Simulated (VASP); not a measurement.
# Co in VASP: a series of runs

Runs on Co. Level: revPBE. Tasks: single point.

Everything below comes from runs of VASP 6.6.1. Logs are shortened: lines on timing, memory, paths and dates and some standing lists are left out, and cuts for length are marked.

## 1. The cell of the first run

The typed cell holds 2 atoms: a = 3.808 Å, b = 3.808 Å, c = 3.356 Å, α = 102.65°, β = 102.65°, γ = 143.81°.

## 2. Single point, revPBE (volume scaled by 0.92)

File INCAR:

```
ALGO = Normal
EDIFF = 1E-6
ENCUT = 520
GGA = RE
ISIF = 2
ISMEAR = -1
LASPH = T
LCHARG = F
LREAL = F
LWAVE = F
NBANDS = 16
NELM = 80
PREC = Accurate
SIGMA = 0.1
```

File KPOINTS:

```
k-points
0
Gamma
  21 21 14
```

File POSCAR:

```
Co
1.0
   -2.7373426765      2.3822686536      1.1559066899
    2.3822686536     -2.7373426765      1.1559066899
    1.9999196451      1.9999196451     -1.8062254132
Co
2
Direct
    0.9886644562      0.0113355438      1.0000000000
    0.7613355438      0.2386644562      0.5000000000
```

Potentials or basis: VASP PAW PBE potentials, release 64 (Co).

The run is started by

```bash
$ cat potpaw_PBE.64/Co/POTCAR > POTCAR
$ mpirun -np 1 vasp_std > vasp.out
```

OUTCAR:

```text
EDIFF = 1E-6
   ENCUT = 520
   GGA = RE
   ISIF = 2
   ISMEAR = -1
   LASPH = T
   LREAL = F
   NELM = 80
   PREC = Accurate

 ion  position               nearest neighbor table
   1  0.989  0.011  0.000-   2 2.31   2 2.31   2 2.35   2 2.35   2 2.35   2 2.35
   2  0.761  0.239  0.500-   1 2.31   1 2.31   1 2.35   1 2.35   1 2.35   1 2.35

  Warning from LATTYP: Got some problem with cell dimensions!
  Tried to take original basis but could not verify dimensions!
  LATTYP: Found a base centered monoclinic cell.
 ALAT       =     2.3657210796
 B/A-ratio  =     3.0604722761
 C/A-ratio  =     1.0062358508
 COS(beta)  =    -0.0001316020

  Lattice vectors:

 A1 = (   2.7373426765,  -2.3822686536,  -1.1559066899)
 A2 = (  -2.3822686536,   2.7373426765,  -1.1559066899)
 A3 = (   1.6448456222,   1.6448456222,   0.5055879666)

Analysis of symmetry for initial positions (statically):
=====================================================================
 Subroutine PRICEL returns:
 Original cell was already a primitive cell.

 Routine SETGRP: Setting up the symmetry group for a
 base centered monoclinic supercell.

 Subroutine GETGRP returns: Found  4 space group operations
 (whereof  2 operations were pure point group operations)
 out of a pool of  4 trial point group operations.

The static configuration has the point symmetry C_2 .
 The point group associated with its full space group is C_2h.

Analysis of symmetry for dynamics (positions and initial velocities):
=====================================================================
 Subroutine PRICEL returns:
 Original cell was already a primitive cell.

 Routine SETGRP: Setting up the symmetry group for a
 base centered monoclinic supercell.

 Subroutine GETGRP returns: Found  4 space group operations
 (whereof  2 operations were pure point group operations)
 out of a pool of  4 trial point group operations.

The dynamic configuration has the point symmetry C_2 .
 The point group associated with its full space group is C_2h.

 Subroutine INISYM returns: Found  4 space group operations
 (whereof  2 operations are pure point group operations),
 and found     1 'primitive' translations

----------------------------------------------------------------------------------------

                                     Primitive cell

  volume of cell :      20.3868

  direct lattice vectors                    reciprocal lattice vectors
    -2.737342676  2.382268654  1.155906690     0.129129567  0.324456895  0.502227723
     2.382268654 -2.737342676  1.155906690     0.324456895  0.129129567  0.502227723
     1.999919645  1.999919645 -1.806225413     0.290275855  0.290275855  0.089167592

  length of vectors
     3.808460206  3.808460206  3.355861650     0.611702058  0.611702058  0.420084519

  position of ions in fractional coordinates (direct lattice)
     0.988664456  0.011335544  0.000000000
     0.761335544  0.238664456  0.500000000

  ion indices of the primitive-cell ions
   primitive index   ion index
                 1           1
                 2           2

----------------------------------------------------------------------------------------

 KPOINTS: k-points

Automatic generation of k-mesh.
 Grid dimensions read from file:
 generate k-points for:   21   21   14

 Generating k-lattice:

  Cartesian coordinates                     Fractional coordinates (reciprocal lattice)
     0.006149027  0.015450328  0.023915606     0.047619048 -0.000000000  0.000000000
     0.015450328  0.006149027  0.023915606    -0.000000000  0.047619048  0.000000000
     0.020733990  0.020733990  0.006369114    -0.000000000 -0.000000000  0.071428571

  Length of vectors
     0.029128669  0.029128669  0.030006037

  Shift w.r.t. Gamma in fractional coordinates (k-lattice)
     0.000000000  0.000000000  0.000000000

 Subroutine IBZKPT returns following result:
 ===========================================

 Found   1628 irreducible k-points:

 Following reciprocal coordinates:
            Coordinates               Weight
  0.000000  0.000000  0.000000      1.000000
  0.047619  0.000000  0.000000      4.000000
  0.095238 -0.000000  0.000000      4.000000
  0.142857 -0.000000  0.000000      4.000000
  0.190476 -0.000000  0.000000      4.000000
  0.238095  0.000000  0.000000      4.000000
[... 16 lines left out ...]
 -0.428571  0.047619 -0.000000      4.000000
 -0.380952  0.047619 -0.000000      4.000000
 [... further k-points ...]
   k-points           NKPTS =   1628   k-points in BZ     NKDIM =   1628   number of bands    NBANDS=     16
   number of dos      NEDOS =    301   number of ions     NIONS =      2
   total plane-waves  NPLWV =  21952
   dimension x,y,z NGX =    28 NGY =   28 NGZ =   28
   dimension x,y,z NGXF=    56 NGYF=   56 NGZF=   56
   ions per type =               2
   NGX,Y,Z   is equivalent  to a cutoff of  12.22, 12.22, 13.87 a.u.
   NGXF,Y,Z  is equivalent  to a cutoff of  24.44, 24.44, 27.74 a.u.
 SYSTEM =  unknown system
   PREC   = accura    normal or accurate (medium, high low for compatibility)
   ISTART =      0    job   : 0-new  1-cont  2-samecut
   ICHARG =      2    charge: 1-file 2-atom 10-const
   ISPIN  =      1    spin polarized calculation?
   LNONCOLLINEAR =      F non collinear calculations
   LSORBIT =      F    spin-orbit coupling
   LASPH  =      T    aspherical Exc in radial PAW
   ENCUT  =  520.0 eV  38.22 Ry    6.18 a.u.   7.08  7.08  6.24*2*pi/ulx,y,z
   NELM   =     80;   NELMIN=  2; NELMDL= -5     # of ELM steps
   EDIFF  = 0.1E-05   stopping-criterion for ELM
   LREAL  =      F    real-space projection
   EDIFFG = 0.1E-04   stopping-criterion for IOM
   NSW    =      0    number of steps for IOM
   IBRION =     -1    ionic relax: 0-MD 1-quasi-New 2-CG
   NFREE  =      0    steps in history (QN), initial steepest desc. (CG)
   ISIF   =      2    stress and relaxation
   ISYM   =      2    0-nonsym 1-usesym 2-fastsym
   POTIM  = 0.5000    time-step for ionic-motion
   TEBEG  =    0.0;   TEEND  =   0.0 temperature during run
   PSTRESS=    0.0 pullay stress
   NELECT =      18.0000    total number of electrons
   NUPDOWN=      -1.0000    fix difference up-down
   EMIN   =  10.00;   EMAX   =-10.00  energy-range for DOS
   EFERMI =   0.00;   METHOD = LEGACY
   ISMEAR =    -1;   SIGMA  =   0.10  broadening in eV -4-tet -1-fermi 0-gaus
   EFERMI_NEDOS =   21; number of points for ismear=-14 and -15
   IALGO  =     38    algorithm
   IMIX   =      4    mixing-type and parameters
     AMIX     =   0.40;   BMIX     =  1.00
     AMIX_MAG =   1.60;   BMIX_MAG =  1.00
  volume/ion in A,a.u.               =      10.19        68.79
  Fermi-wavevector in a.u.,A,eV,Ry     =   1.570541  2.967893 33.560133  2.466600
  Thomas-Fermi vector in A             =   2.672259
   LORBIT       =      0    0 simple, 1 ext, 2 COOP (PROOUT), +10 PAW based schemes
   GGA     = RE    functional components
   LHFCALC =     F    Hartree Fock is set to
   AEXX    =    0.0000 exact exchange contribution
   IVDW    =     0    specifies the selected vdW correction
   LEPSILON=     F    determine dielectric tensor
   LRPA    =     F    only Hartree local field effects (RPA)
 non-spin polarized calculation
  energy-cutoff  :      520.00
  volume of cell :       20.39
 maximum number of plane-waves:       568
   NGX = 15   NGY = 15   NGZ = 13

 number of electron      17.9999999 magnetization

 Free energy of the ion-electron system (eV)
  ---------------------------------------------------
  ext. energy  EPLUGINS =         0.00000000
  ---------------------------------------------------
  free energy    TOTEN  =       -12.33322256 eV

  energy without entropy =      -12.19183775  energy(sigma->0) =      -12.26253016

 E-fermi :  11.2083     XC(G=0): -13.6646

 val. band max:       11.2082537775   @ k =  -0.1905  -0.4762   0.4286
 cond. band min:      11.2086871078   @ k =   0.0952   0.0476   0.1429
 fundamental gap:      0.0004333303
 Fermi energy:        11.2082766157

 k-point     1 :       0.0000    0.0000    0.0000
  band No.  band energies     occupation
      1       2.0336      2.00000
      2       6.1673      2.00000
      3       7.3700      2.00000
      4       8.3679      2.00000
      5       8.9835      2.00000
      6       9.9305      1.99999
[... 8 lines left out ...]
     15      32.4869      0.00000
     16      33.2801      0.00000

 k-point     2 :       0.0476    0.0000    0.0000
  band No.  band energies     occupation
      1       2.1737      2.00000
      2       6.2448      2.00000
      3       7.4116      2.00000
      4       8.4078      2.00000
      5       8.9806      2.00000
      6       9.9108      2.00000
[... 8 lines left out ...]
     15      31.3805      0.00000
     16      32.0705      0.00000

 k-point     3 :       0.0952   -0.0000    0.0000
  band No.  band energies     occupation
      1       2.5865      2.00000
      2       6.4668      2.00000
      3       7.5279      2.00000
      4       8.5241      2.00000
      5       8.9725      2.00000
      6       9.6355      2.00000
[... 8 lines left out ...]
     15      29.5625      0.00000
     16      30.6315      0.00000

 k-point     4 :       0.1429   -0.0000    0.0000
  band No.  band energies     occupation
      1       3.2478      2.00000
      2       6.8004      2.00000
      3       7.6880      2.00000
      4       8.6936      2.00000
      5       8.9605      2.00000
      6       9.0780      2.00000
[... 8 lines left out ...]
     15      27.8175      0.00000
     16      29.3593      0.00000

 k-point     5 :       0.1905   -0.0000    0.0000
  band No.  band energies     occupation
      1       4.1064      2.00000
      2       7.1809      2.00000
      3       7.8274      2.00000
      4       8.4845      2.00000
      5       8.8215      2.00000
      6       9.1156      2.00000
[... 8 lines left out ...]
     15      26.3336      0.00000
     16      28.2705      0.00000

 k-point     6 :       0.2381    0.0000    0.0000
  band No.  band energies     occupation
      1       5.0606      2.00000
      2       7.4645      2.00000
      3       7.8387      2.00000
      4       8.1036      2.00000
      5       8.8912      2.00000
      6       9.2688      2.00000
[... 8 lines left out ...]
     15      25.2240      0.00000
     16      27.3770      0.00000

 k-point     7 :       0.2857    0.0000    0.0000
  band No.  band energies     occupation
      1       5.9206      2.00000
      2       7.4434      2.00000
      3       7.6088      2.00000
      4       8.0303      2.00000
      5       9.0607      2.00000
      6       9.3385      2.00000
[... 8 lines left out ...]
     15      24.9837      0.00000
     16      26.7582      0.00000

 k-point     8 :       0.3333    0.0000   -0.0000
  band No.  band energies     occupation
      1       6.4487      2.00000
      2       7.2271      2.00000
      3       7.3943      2.00000
      4       7.8931      2.00000
      5       9.3778      2.00000
      6       9.4508      2.00000
[... 8 lines left out ...]
     15      25.3090      0.00000
     16      27.0335      0.00000

 k-point     9 :       0.3810   -0.0000    0.0000
  band No.  band energies     occupation
      1       6.6091      2.00000
      2       6.9625      2.00000
      3       7.2759      2.00000
      4       7.6925      2.00000
      5       9.6010      2.00000
      6       9.6700      2.00000
[... 8 lines left out ...]
     15      24.9623      0.00000
     16      26.6253      0.00000
[... 172 lines left out ...]
 k-point    19 :       0.3810    0.0476    0.0000
  band No.  band energies     occupation
      1       6.5410      2.00000
      2       6.6855      2.00000
      3       7.3147      2.00000
      4       7.5570      2.00000
      5       9.6241      2.00000
      6       9.8019      2.00000
[... 8 lines left out ...]
     15      24.2967      0.00000
     16      25.1401      0.00000

 k-point    20 :       0.4286    0.0476    0.0000
  band No.  band energies     occupation
      1       6.5419      2.00000
      2       6.5694      2.00000
      3       7.3108      2.00000
      4       7.3947      2.00000
      5       9.7701      2.00000
      6       9.8391      2.00000
[... 8 lines left out ...]
     15      23.8986      0.00000
     16      24.4099      0.00000

 k-point    21 :       0.4762    0.0476    0.0000
  band No.  band energies     occupation
      1       6.5780      2.00000
      2       6.5913      2.00000
      3       7.2800      2.00000
      4       7.3655      2.00000
      5       9.7972      2.00000
      6       9.8640      2.00000
[... 8 lines left out ...]
     15      23.8460      0.00000
     16      24.2718      0.00000

 k-point    22 :      -0.4762    0.0476   -0.0000
  band No.  band energies     occupation
      1       6.6485      2.00000
      2       6.7393      2.00000
      3       7.2276      2.00000
      4       7.4840      2.00000
      5       9.7038      2.00000
      6       9.8646      2.00000
[... 8 lines left out ...]
     15      24.4842      0.00000
     16      24.8053      0.00000

 k-point    23 :      -0.4286    0.0476   -0.0000
  band No.  band energies     occupation
      1       6.6804      2.00000
      2       6.9940      2.00000
      3       7.2439      2.00000
      4       7.6596      2.00000
      5       9.5669      2.00000
      6       9.7540      2.00000
[... 8 lines left out ...]
     15      25.0706      0.00000
     16      26.5305      0.00000

 k-point    24 :      -0.3810    0.0476   -0.0000
  band No.  band energies     occupation
      1       6.5299      2.00000
      2       7.2893      2.00000
      3       7.3431      2.00000
      4       7.8669      2.00000
      5       9.3467      2.00000
      6       9.5682      2.00000
[... 8 lines left out ...]
     15      25.6489      0.00000
     16      27.8013      0.00000

 [... further k-points ...]

------------------------ aborting loop because EDIFF is reached ----------------------------------------

  FORCE on cell =-STRESS in cart. coord.  units (eV):
  Direction    XX          YY          ZZ          XY          YZ          ZX
  --------------------------------------------------------------------------------------
  -------------------------------------------------------------------------------------
  Total        2.7429997      2.7429997      2.3746801     -0.0090009      0.0572502      0.0572503
  in kB      215.5695817    215.5695817    186.6237175     -0.7073695      4.4992388      4.4992396
  external PRESSURE =     205.9209603 kB  Pullay stress =       0.0000000 kB

 VOLUME and BASIS-vectors are now :
 -----------------------------------------------------------------------------
  energy-cutoff  :      520.00
  volume of cell :       20.39
      direct lattice vectors                 reciprocal lattice vectors
    -2.737342676  2.382268654  1.155906690     0.129129567  0.324456895  0.502227723
     2.382268654 -2.737342676  1.155906690     0.324456895  0.129129567  0.502227723
     1.999919645  1.999919645 -1.806225413     0.290275855  0.290275855  0.089167592

 POSITION                                       TOTAL-FORCE (eV/Angst)
 -----------------------------------------------------------------------------------
     -2.67931      2.32424      1.15591        -0.160178      0.160178      0.000000
     -0.51551      2.16036      0.25279         0.160178     -0.160178     -0.000000
 -----------------------------------------------------------------------------------
    total drift:                               -0.000000     -0.000000      0.000000

  FREE ENERGIE OF THE ION-ELECTRON SYSTEM (eV)
  ---------------------------------------------------
  free  energy   TOTEN  =       -12.3332225581 eV

  energy  without entropy=      -12.1918377532  energy(sigma->0) =      -12.26253016
```

It took 7.5 min on 1 thread of AMD EPYC 9R14 (Zen 4), shared host; peak memory 0.52 GiB.

Results:

| Quantity | Value |
| --- | --- |
| Free energy | -12.3332 eV |
| Pressure | 20.6 GPa |
| Largest force | 0.227 eV/Å |
| Band gap on the k mesh | zero (band 9 reaches 12.00 eV, above the bottom of band 10 at 10.61 eV) |

Forces on the atoms (eV/Å):
```
Co  -0.160  0.160  0.000
Co   0.160 -0.160  0.000
```

Caveat: the PAW data sets were made with another functional, which shifts forces and pressure a little; the run has no spin polarisation, though such a crystal can be magnetic.

(Continued in part 2 of 2.)
